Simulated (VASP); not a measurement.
Here is a VASP 6.6.1 calculation.

The input POSCAR:

```
Pb
1.0
    0.0000000000      2.4946408835      2.4946408835
    2.4946408835      0.0000000000      2.4946408835
    2.4946408835      2.4946408835      0.0000000000
Pb
1
Direct
    0.0000000000      0.0000000000      0.0000000000
```

Contents of INCAR.step1:

```
ALGO = Normal
EDIFF = 1E-4
ENCUT = 520
GGA = PE
ISMEAR = -1
LASPH = T
LCHARG = F
LREAL = F
LWAVE = T
NBANDS = 13
NELM = 60
PREC = Accurate
SIGMA = 0.1
```

File INCAR.step2:

```
ALGO = Normal
EDIFF = 1E-7
ENCUT = 520
ISIF = 2
ISMEAR = -1
ISTART = 1
LASPH = T
LCHARG = F
LMIXTAU = T
LREAL = F
LWAVE = F
METAGGA = R2SCAN
NBANDS = 13
NELM = 60
PREC = Accurate
SIGMA = 0.1
```

Contents of KPOINTS:

```
k-points
0
Gamma
  11 11 11
```

Potentials or basis: VASP PAW PBE potentials, release 64 (Pb_d).

Command:

```bash
$ cat potpaw_PBE.64/Pb_d/POTCAR > POTCAR
$ cp INCAR.step1 INCAR
$ mpirun -np 1 vasp_std > vasp.out
$ cp INCAR.step2 INCAR
$ mpirun -np 1 vasp_std > vasp.out
```

(1) Estimate the pressure.

(2) Predict the band gap on the k mesh.

Answers

(1) 0.0 GPa.

(2) zero (band 7 reaches 14.50 eV, above the bottom of band 8 at 5.53 eV).

Caveat: the PAW data sets were made with another functional, which shifts forces and pressure a little; spin-orbit coupling is left out, which moves the levels of the heavy elements.
